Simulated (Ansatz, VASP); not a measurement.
**Two plane-wave programs on HPbNO4**

File INCAR:

```
ALGO = Normal
EDIFF = 1E-6
EDIFFG = -0.01
ENCUT = 600
GGA = PE
IBRION = 2
ISIF = 3
ISMEAR = -1
IVDW = 12
LASPH = True
LCHARG = False
LREAL = False
LWAVE = False
NELM = 100
NSW = 60
PREC = Accurate
SIGMA = 0.05
```

The input KPOINTS:

```
k-points
0
Gamma
  5 5 3
```

Contents of POSCAR:

```
HPbNO4
1.0
    4.2040700000      0.0000000000      0.0000000000
    2.0217200000      3.8395200000      0.0000000000
    2.0468600000      1.2790000000      6.2813200000
H Pb N O
1 1 1 4
Direct
    0.8914500000      0.6820200000      0.6279600000
    0.1442600000      0.9287200000      0.8835200000
    0.2567000000      0.2886100000      0.3017100000
    0.8310800000      0.6505600000      0.7840500000
    0.3869400000      0.2238000000      0.1129500000
    0.3110400000      0.0357600000      0.4585600000
    0.0772600000      0.6063300000      0.3227500000
```

The input input.yaml:

```yaml
crystal:
  lattice:
    - [4.20407, 0.0, 0.0]
    - [2.02172, 3.83952, 0.0]
    - [2.04686, 1.279, 6.28132]
  atoms:
    - { symbol: H, position: [0.89145, 0.68202, 0.62796] }
    - { symbol: Pb, position: [0.14426, 0.92872, 0.88352] }
    - { symbol: "N", position: [0.2567, 0.28861, 0.30171] }
    - { symbol: O, position: [0.83108, 0.65056, 0.78405] }
    - { symbol: O, position: [0.38694, 0.2238, 0.11295] }
    - { symbol: O, position: [0.31104, 0.03576, 0.45856] }
    - { symbol: O, position: [0.07726, 0.60633, 0.32275] }
hamiltonian:
  xc: pbe
  pseudopotentials: { kind: paw }
  dispersion: d3bj
kpoints:
  mp_grid: { grid: [5, 5, 3] }
scf:
  occupations: { method: fermi_dirac, width: 0.05 }
output:
  forces: true
  stress: true
  eigenvalues: true
relax:
  f_tol: 0.01
  max_steps: 40
  cell: { stress_tol: 0.05 }
```

Alike in both runs: task relaxation of cell and atoms; functional PBE; dispersion D3(BJ); k mesh 5 × 5 × 3; occupations fermi-dirac, width 0.05 eV; no spin polarisation.

|  | VASP | Ansatz |
| --- | --- | --- |
| version | VASP 6.6.1 | Ansatz 0.2.0 |
| potentials or method | VASP PAW PBE potentials, release 64 (H, Pb_d, N, O) | Ansatz PAW |
| plane-wave cutoff (eV) | 600 | 420 |
| valence electrons in the cell | 44 | 44 |

```tsv
	VASP	Ansatz	Ansatz less VASP
gap on the k mesh at the Fermi level, each at its own relaxed structure (eV)	2.74	2.84	+0.100
relaxed volume (Å³/atom)	14.04	14.14	+0.097
relaxed length of the cell vector where the two differ most in proportion (Å)	4.265	4.285	+0.0205
```

Neither program's run includes spin-orbit coupling. Noted on VASP's run: the standard files for N, O and F lose accuracy on very short bonds. Noted on Ansatz's run: odd divisions of the mesh miss points on the zone boundary, where band edges often lie, so the gap on the mesh can be too wide; the plane-wave basis is chosen anew once the cell has moved, so the energies of steps on either side of that aren't comparable.
